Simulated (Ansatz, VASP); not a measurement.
**Sc2AlN2: VASP beside Ansatz**

Contents of INCAR:

```
SYSTEM = Sc2AlN2
PREC = Accurate ; ENCUT = 520
EDIFF = 1E-7 ; ISMEAR = 0
SIGMA = 0.1 ; LREAL = .False.
LASPH = .True. ; NELM = 80
ALGO = Normal ; ISIF = 2
LWAVE = .False. ; LCHARG = .False.
GGA = PE ; NBANDS = 26
```

Contents of KPOINTS:

```
Automatic mesh
0
Gamma
  14 14 14
  0 0 0
```

The input POSCAR:

```
Sc2AlN2
1.0
   -1.6019426512      1.6019426512      6.0957625172
    1.6019426512     -1.6019426512      6.0957625172
    1.6019426512      1.6019426512     -6.0957625172
Sc Al N
2 1 2
Direct
    0.6607644020      0.6607644020      0.0000000000
    0.3392355980      0.3392355980      0.0000000000
    0.0000000000      0.0000000000      0.0000000000
    0.8395914773      0.8395914773      0.0000000000
    0.1604085227      0.1604085227      0.0000000000
```

Input for Ansatz:

```yaml
crystal:
  lattice:
    - [-1.6019426512, 1.6019426512, 6.0957625172]
    - [1.6019426512, -1.6019426512, 6.0957625172]
    - [1.6019426512, 1.6019426512, -6.0957625172]
  atoms:
    - { symbol: Sc, position: [0.660764402, 0.660764402, 0.0] }
    - { symbol: Sc, position: [0.339235598, 0.339235598, 0.0] }
    - { symbol: Al, position: [0.0, 0.0, 0.0] }
    - { symbol: "N", position: [0.8395914773, 0.8395914773, 0.0] }
    - { symbol: "N", position: [0.1604085227, 0.1604085227, 0.0] }
basis:
  ecutwfc: 420
kpoints:
  mp_grid: { grid: [14, 14, 14] }
  band_path:
    path:
      - [[0.0, 0.0, 0.0], [0.0, 0.0, 0.5], [0.25, 0.25, 0.25], [0.0, 0.5, 0.0], [0.0, 0.0, 0.0], [0.5, 0.5, -0.5], [0.26726545, 0.73273455, -0.26726545]]
      - [[-0.26726545, 0.26726545, 0.26726545], [0.0, 0.0, 0.0]]
      - [[0.0, 0.0, 0.5], [-0.0345309, 0.0345309, 0.5]]
      - [[0.5, 0.5, -0.0345309], [0.5, 0.5, -0.5]]
    npoints: 14
hamiltonian:
  xc: pbe
scf:
  occupations: { method: gaussian, width: 0.1 }
  n_extra_bands: 12
output:
  forces: true
  stress: true
  eigenvalues: true
  populations: true
  dos: { projected: true, de: 0.02, nscf_kmesh: { grid: [17, 17, 17] } }
  bader: true
  write_density: true
  write_potential: true
  elf: true
  volumetric_format: npy
```

Alike in both runs: task single point; functional PBE; k mesh 14 × 14 × 14; occupations gaussian, width 0.1 eV; no spin polarisation.

|  | VASP | Ansatz |
| --- | --- | --- |
| version | VASP 6.6.1 | Ansatz 0.2.0 |
| potentials or method | VASP PAW PBE potentials, release 64 (Sc_sv, Al, N), cutoff 520 eV | scalar-relativistic, plane waves, PAW |
| valence electrons in the cell | 35 | 35 |

```tsv
	VASP	Ansatz	Ansatz less VASP
gap on the k mesh at the Fermi level (eV)	none	none	-
pressure (GPa)	0.5	0.0	-0.55
traceless stress, the component that is largest in VASP (GPa)	-0.22	0.01	+0.230
rms of the force components (eV/Å)	0.020	0.000	-0.0197
```

Atom by atom the forces differ by 0.020 eV/Å (rms over components). A gap of «none» marks a metal or a gap that the smearing closes.
